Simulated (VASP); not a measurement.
# SiC3 (P-4m2) in VASP: a series of runs, part 2 of 2

VASP 6.6.1. Earlier steps stand in the parts before.

## (4) Single point, PBE

This run uses another cell than the first one, of 8.00 Å³/atom, 1.053 times its volume.

File INCAR:

```
SYSTEM = SiC3
ALGO = Normal
EDIFF = 1E-7
ENCUT = 520
GGA = PE
ISIF = 2
ISMEAR = 0
LASPH = .True.
LCHARG = .False.
LREAL = .False.
LWAVE = .False.
NBANDS = 16
NELM = 80
PREC = Accurate
SIGMA = 0.01
```

File KPOINTS:

```
k-points
0
Gamma
  4 4 4
  0 0 0
```

File POSCAR:

```
SiC3
1.0
    2.7964006860      0.0000000000      0.0000000000
    0.0000000000      2.7964006860      0.0000000000
    0.0000000000      0.0000000000      4.0900436070
C Si
3 1
Direct
    0.5000000000      0.0000000000      0.7862689766
    0.5000000000      0.5000000000      0.0000000000
    0.0000000000      0.5000000000      0.2137310234
    0.0000000000      0.0000000000      0.5000000000
```

Potentials or basis: VASP PAW PBE potentials, release 64 (C, Si).

On the command line:

```sh
> cat potpaw_PBE.64/C/POTCAR potpaw_PBE.64/Si/POTCAR > POTCAR
> mpirun -np 1 vasp_std > vasp.out
```

OUTCAR:

```text
SYSTEM = SiC3
   EDIFF = 1E-7
   ENCUT = 520
   GGA = PE
   ISIF = 2
   ISMEAR = 0
   LASPH = .True.
   LREAL = .False.
   NELM = 80
   PREC = Accurate

 ion  position               nearest neighbor table
   1  0.500  0.000  0.786-   2 1.65   2 1.65   4 1.82   4 1.82
   2  0.500  0.500  0.000-   1 1.65   3 1.65   1 1.65   3 1.65
   3  0.000  0.500  0.214-   2 1.65   2 1.65   4 1.82   4 1.82
   4  0.000  0.000  0.500-   1 1.82   3 1.82   3 1.82   1 1.82

  LATTYP: Found a simple tetragonal cell.
[... 531 lines left out ...]

  FORCE on cell =-STRESS in cart. coord.  units (eV):
  Direction    XX          YY          ZZ          XY          YZ          ZX
  --------------------------------------------------------------------------------------
  -------------------------------------------------------------------------------------
  Total        0.8023784      0.8023784      0.5818935      0.0000000      0.0000000      0.0000000
  in kB       40.1941708     40.1941708     29.1492489      0.0000000      0.0000000      0.0000000
  external PRESSURE =      36.5125302 kB  Pullay stress =       0.0000000 kB

 VOLUME and BASIS-vectors are now :
 -----------------------------------------------------------------------------
  energy-cutoff  :      520.00
  volume of cell :       31.98
      direct lattice vectors                 reciprocal lattice vectors
     2.796400686  0.000000000  0.000000000     0.357602544  0.000000000  0.000000000
     0.000000000  2.796400686  0.000000000     0.000000000  0.357602544  0.000000000
     0.000000000  0.000000000  4.090043607     0.000000000  0.000000000  0.244496171

 POSITION                                       TOTAL-FORCE (eV/Angst)
 -----------------------------------------------------------------------------------
      1.39820      0.00000      3.21587         0.000000     -0.000000      0.306210
      1.39820      1.39820      0.00000         0.000000      0.000000     -0.000000
      0.00000      1.39820      0.87417         0.000000     -0.000000     -0.306210
      0.00000      0.00000      2.04502         0.000000     -0.000000     -0.000000
 -----------------------------------------------------------------------------------
    total drift:                                0.000000     -0.000000     -0.000000

  FREE ENERGIE OF THE ION-ELECTRON SYSTEM (eV)
  ---------------------------------------------------
  free  energy   TOTEN  =       -30.9817429462 eV

  energy  without entropy=      -30.9817429462  energy(sigma->0) =      -30.98174295
```

OSZICAR:

```text
N       E                     dE             d eps       ncg     rms          rms(c)
DAV:   1     0.226237618154E+02    0.22624E+02   -0.75332E+03   576   0.932E+02
DAV:   2    -0.311116939263E+02   -0.53735E+02   -0.48917E+02   800   0.167E+02
DAV:   3    -0.330884974531E+02   -0.19768E+01   -0.19698E+01   712   0.291E+01
DAV:   4    -0.330995682067E+02   -0.11071E-01   -0.11068E-01   744   0.265E+00
DAV:   5    -0.330996603619E+02   -0.92155E-04   -0.92154E-04   704   0.221E-01    0.106E+01
DAV:   6    -0.312120120100E+02    0.18876E+01   -0.22443E+00   728   0.106E+01    0.537E+00
DAV:   7    -0.310061460735E+02    0.20587E+00   -0.50479E-01   776   0.465E+00    0.241E+00
DAV:   8    -0.309811311958E+02    0.25015E-01   -0.53535E-02   688   0.161E+00    0.549E-01
DAV:   9    -0.309815333955E+02   -0.40220E-03   -0.49179E-03   760   0.573E-01    0.149E-01
DAV:  10    -0.309817065554E+02   -0.17316E-03   -0.98614E-04   704   0.234E-01    0.394E-02
DAV:  11    -0.309817361959E+02   -0.29640E-04   -0.57213E-05   744   0.637E-02    0.233E-02
DAV:  12    -0.309817424982E+02   -0.63023E-05   -0.15725E-05   768   0.286E-02    0.658E-03
DAV:  13    -0.309817428183E+02   -0.32018E-06   -0.15965E-06   760   0.111E-02    0.284E-03
DAV:  14    -0.309817429268E+02   -0.10843E-06   -0.31071E-07   720   0.431E-03    0.619E-04
DAV:  15    -0.309817429462E+02   -0.19457E-07   -0.95169E-09   344   0.811E-04
   1 F= -.30981743E+02 E0= -.30981743E+02  d E =-.558107E-15
```

Run time: 13 s. Hardware: 1 thread of Intel Xeon 8259CL, shared host; peak memory 0.14 GiB.

Results:

| Quantity | Value |
| --- | --- |
| Free energy | -30.9817 eV |
| Pressure | 3.7 GPa |
| Largest force | 0.306 eV/Å |
| Band gap on the k mesh | 1.63 eV, indirect (least direct gap 1.85 eV) |

Forces on the atoms (eV/Å):
```
C    0.000  0.000  0.306
C    0.000  0.000  0.000
C    0.000  0.000 -0.306
Si   0.000  0.000  0.000
```

Stress tensor (GPa, compression positive):
```
4.02 0.00 0.00
0.00 4.02 0.00
0.00 0.00 2.91
```

Caveat: the k points lie up to 0.56 Å⁻¹ apart. A k mesh can miss the band edges.

## (5) Single point, PBE (volume changed by +5%)

File INCAR:

```
SYSTEM = SiC3
  PREC = Accurate
  ENCUT = 520
  EDIFF = 1E-7
  ISMEAR = 0
  SIGMA = 0.01
  LREAL = .False.
  LASPH = .True.
  NELM = 60
  ALGO = Normal
  ISIF = 2
  LWAVE = .False.
  LCHARG = .True.
  GGA = PE
  LELF = .True.
  LVHAR = .True.
  NBANDS = 16
```

File KPOINTS:

```
regular mesh
0
Gamma
  4 4 4
  0 0 0
```

File POSCAR:

```
SiC3
1.0
    2.8422514695      0.0000000000      0.0000000000
    0.0000000000      2.8422514695      0.0000000000
    0.0000000000      0.0000000000      4.1571054214
C Si
3 1
Direct
    0.5000000000      0.0000000000      0.7862689766
    0.5000000000      0.5000000000      0.0000000000
    0.0000000000      0.5000000000      0.2137310234
    0.0000000000      0.0000000000      0.5000000000
```

Potentials or basis: VASP PAW PBE potentials, release 64 (C, Si).

On the command line:

```sh
> cat potpaw_PBE.64/C/POTCAR potpaw_PBE.64/Si/POTCAR > POTCAR
> mpirun -np 1 vasp_std > vasp.out
```

OUTCAR:

```text
SYSTEM = SiC3
   PREC = Accurate
   ENCUT = 520
   EDIFF = 1E-7
   ISMEAR = 0
   LREAL = .False.
   LASPH = .True.
   NELM = 60
   ISIF = 2
   GGA = PE

 ion  position               nearest neighbor table
   1  0.500  0.000  0.786-   2 1.68   2 1.68   4 1.85   4 1.85
   2  0.500  0.500  0.000-   1 1.68   3 1.68   1 1.68   3 1.68
   3  0.000  0.500  0.214-   2 1.68   2 1.68   4 1.85   4 1.85
   4  0.000  0.000  0.500-   1 1.85   3 1.85   3 1.85   1 1.85

  LATTYP: Found a simple tetragonal cell.
 ALAT       =     2.8422514695
 C/A-ratio  =     1.4626099999
[... 532 lines left out ...]
  --------------------------------------------------------------------------------------
  -------------------------------------------------------------------------------------
  Total       -1.8097107     -1.8097107     -2.3401918      0.0000000      0.0000000      0.0000000
  in kB      -86.3383431    -86.3383431   -111.6467299      0.0000000      0.0000000      0.0000000
  external PRESSURE =     -94.7744720 kB  Pullay stress =       0.0000000 kB

 VOLUME and BASIS-vectors are now :
 -----------------------------------------------------------------------------
  energy-cutoff  :      520.00
  volume of cell :       33.58
      direct lattice vectors                 reciprocal lattice vectors
     2.842251469  0.000000000  0.000000000     0.351833752  0.000000000  0.000000000
     0.000000000  2.842251469  0.000000000     0.000000000  0.351833752  0.000000000
     0.000000000  0.000000000  4.157105421     0.000000000  0.000000000  0.240551994

 POSITION                                       TOTAL-FORCE (eV/Angst)
 -----------------------------------------------------------------------------------
      1.42113      0.00000      3.26860        -0.000000      0.000000      0.061588
      1.42113      1.42113      0.00000         0.000000     -0.000000      0.000000
      0.00000      1.42113      0.88850         0.000000      0.000000     -0.061588
      0.00000      0.00000      2.07855         0.000000      0.000000      0.000000
 -----------------------------------------------------------------------------------
    total drift:                                0.000000     -0.000000     -0.000000

  FREE ENERGIE OF THE ION-ELECTRON SYSTEM (eV)
  ---------------------------------------------------
  free  energy   TOTEN  =       -30.9507869078 eV

  energy  without entropy=      -30.9507869078  energy(sigma->0) =      -30.95078691
```

OSZICAR:

```text
N       E                     dE             d eps       ncg     rms          rms(c)
DAV:   1     0.255833408652E+02    0.25583E+02   -0.75261E+03   576   0.921E+02
DAV:   2    -0.305344740397E+02   -0.56118E+02   -0.51084E+02   824   0.169E+02
DAV:   3    -0.328555973661E+02   -0.23211E+01   -0.23102E+01   744   0.305E+01
DAV:   4    -0.328696415370E+02   -0.14044E-01   -0.14041E-01   728   0.289E+00
DAV:   5    -0.328697602853E+02   -0.11875E-03   -0.11874E-03   728   0.247E-01    0.995E+00
DAV:   6    -0.311458288528E+02    0.17239E+01   -0.21157E+00   720   0.102E+01    0.502E+00
DAV:   7    -0.309739150178E+02    0.17191E+00   -0.46652E-01   760   0.439E+00    0.231E+00
DAV:   8    -0.309501422972E+02    0.23773E-01   -0.50569E-02   704   0.156E+00    0.544E-01
DAV:   9    -0.309505628720E+02   -0.42057E-03   -0.52199E-03   728   0.586E-01    0.145E-01
DAV:  10    -0.309507428530E+02   -0.17998E-03   -0.10672E-03   696   0.244E-01    0.397E-02
DAV:  11    -0.309507787093E+02   -0.35856E-04   -0.66912E-05   744   0.674E-02    0.238E-02
DAV:  12    -0.309507863621E+02   -0.76528E-05   -0.16924E-05   752   0.289E-02    0.678E-03
DAV:  13    -0.309507867528E+02   -0.39073E-06   -0.18365E-06   736   0.114E-02    0.296E-03
DAV:  14    -0.309507868910E+02   -0.13816E-06   -0.32216E-07   736   0.428E-03    0.596E-04
DAV:  15    -0.309507869078E+02   -0.16839E-07   -0.83607E-09   328   0.795E-04
   1 F= -.30950787E+02 E0= -.30950787E+02  d E =-.102195E-16
```

stdout:

```text
POSCAR found type information on POSCAR C Si
 POSCAR found :  2 types and       4 ions
 scaLAPACK will be used
 LDA part: xc-table for (Slater+PW92), standard interpolation
 POSCAR, INCAR and KPOINTS ok, starting setup
 FFT: planning ... GRIDC
 FFT: planning ... GRID_SOFT
 FFT: planning ... GRID
 WAVECAR not read
 entering main loop
```

It took 15 s on 1 thread of Intel Xeon 8259CL, shared host; peak memory 0.14 GiB.

Results:

```yaml
Free_energy: -30.9508 eV
Pressure: -9.5 GPa
Largest_force: 0.062 eV/Å
Band_gap_on_the_k_mesh: 1.66 eV, indirect (least direct gap 1.83 eV)
```

Forces on the atoms (eV/Å):
```
C    0.000  0.000  0.062
C    0.000  0.000  0.000
C    0.000  0.000 -0.062
Si   0.000  0.000  0.000
```

Caveat: the k points lie up to 0.55 Å⁻¹ apart; the cell differs from its parent crystal (volume changed by +5%). A k mesh can miss the band edges.

## (6) Single point, PBE (volume changed by +10%)

File INCAR:

```
PREC     = Accurate       # precision mode
ENCUT    = 520            # plane-wave cutoff, eV
EDIFF    = 1E-7           # SCF threshold, eV
ISMEAR   = 0              # smearing method
SIGMA    = 0.01           # smearing width, eV
LREAL    = F              # projectors in reciprocal space
LASPH    = T              # aspherical terms in the spheres
NELM     = 60             # most SCF steps
ALGO     = Normal         # electronic algorithm
ISIF     = 2              # what is computed and relaxed
LWAVE    = F              # write WAVECAR
LCHARG   = F              # write CHGCAR
GGA      = PE             # functional
NBANDS   = 16             # bands
```

File KPOINTS:

```
Automatic mesh
0
Gamma
  4 4 4
```

File POSCAR:

```
SiC3
1.0
    2.8866688230      0.0000000000      0.0000000000
    0.0000000000      2.8866688230      0.0000000000
    0.0000000000      0.0000000000      4.2220706869
C Si
3 1
Direct
    0.5000000000      0.0000000000      0.7862689766
    0.5000000000      0.5000000000      0.0000000000
    0.0000000000      0.5000000000      0.2137310234
    0.0000000000      0.0000000000      0.5000000000
```

Potentials or basis: VASP PAW PBE potentials, release 64 (C, Si).

On the command line:

```sh
> cat potpaw_PBE.64/C/POTCAR potpaw_PBE.64/Si/POTCAR > POTCAR
> mpirun -np 1 vasp_std > vasp.out
```

Run time: 14 s. Hardware: 1 thread of Intel Xeon 8259CL, shared host; peak memory 0.14 GiB.

The run converged. Its results:

```
Free energy            : -30.8035 eV
Pressure               : -19.8 GPa
Largest force          : 0.150 eV/Å
Band gap on the k mesh : 1.69 eV, indirect (least direct gap 1.81 eV)
```

Forces on the atoms (eV/Å):
```
C    0.000  0.000 -0.150
C    0.000  0.000  0.000
C    0.000  0.000  0.150
Si   0.000  0.000  0.000
```

Stress tensor (GPa, compression positive):
```
-18.54   0.00   0.00
  0.00 -18.54   0.00
  0.00   0.00 -22.23
```

Levels at points of the mesh, in eV from the valence-band top:
| k point | band 5 | band 6 | band 7 | band 8 | band 9 | band 10 | band 11 | band 12 |
| --- | --- | --- | --- | --- | --- | --- | --- | --- |
| (0.00, 0.00, 0.00) | -5.00 | -0.63 | 0.00 | 0.00 | 1.81 | 2.57 | 4.78 | 5.17 |
| (0.50, 0.00, 0.00) | -6.23 | -5.76 | -3.67 | -0.81 | 4.16 | 5.69 | 5.75 | 7.09 |
| (0.50, 0.50, 0.00) | -5.59 | -4.91 | -4.91 | -3.63 | 1.69 | 1.69 | 2.02 | 4.56 |
| (0.00, 0.00, 0.50) | -4.56 | -4.01 | -1.37 | -1.37 | 2.46 | 2.79 | 5.66 | 7.44 |
| (0.50, 0.00, 0.50) | -3.57 | -2.52 | -2.14 | -0.70 | 2.43 | 5.24 | 5.67 | 5.94 |
| (0.50, 0.50, 0.50) | -6.70 | -6.16 | -6.16 | -5.76 | 5.28 | 5.28 | 5.94 | 7.90 |

Caveat: the k points lie up to 0.54 Å⁻¹ apart; the cell differs from its parent crystal (volume changed by +10%). A k mesh can miss the band edges.

## (7) Overview

```csv
cell,gap on the mesh (eV),pressure (GPa),largest force (eV/Å)
"a = 2.749, b = 2.749, c = 4.021 Å, 4 atoms",1.58,20.4,0.59
"a = 2.700, b = 2.700, c = 3.949 Å, 4 atoms",1.54,41.7,0.92
"a = 2.796, b = 2.796, c = 4.090 Å, 4 atoms",1.63,3.7,0.31
"a = 2.842, b = 2.842, c = 4.157 Å, 4 atoms",1.66,-9.5,0.06
"a = 2.887, b = 2.887, c = 4.222 Å, 4 atoms",1.69,-19.8,0.15
```

Alike in all rows: task single point; level PBE; potentials or basis VASP PAW PBE potentials, release 64 (C, Si); no spin polarisation; k mesh 4 × 4 × 4; cutoff (eV) 520; smearing gaussian 0.01 eV.

Caveats: all runs use coarse meshes.

Total energies depend on the potentials used, so only differences within one code and one set of settings carry meaning.
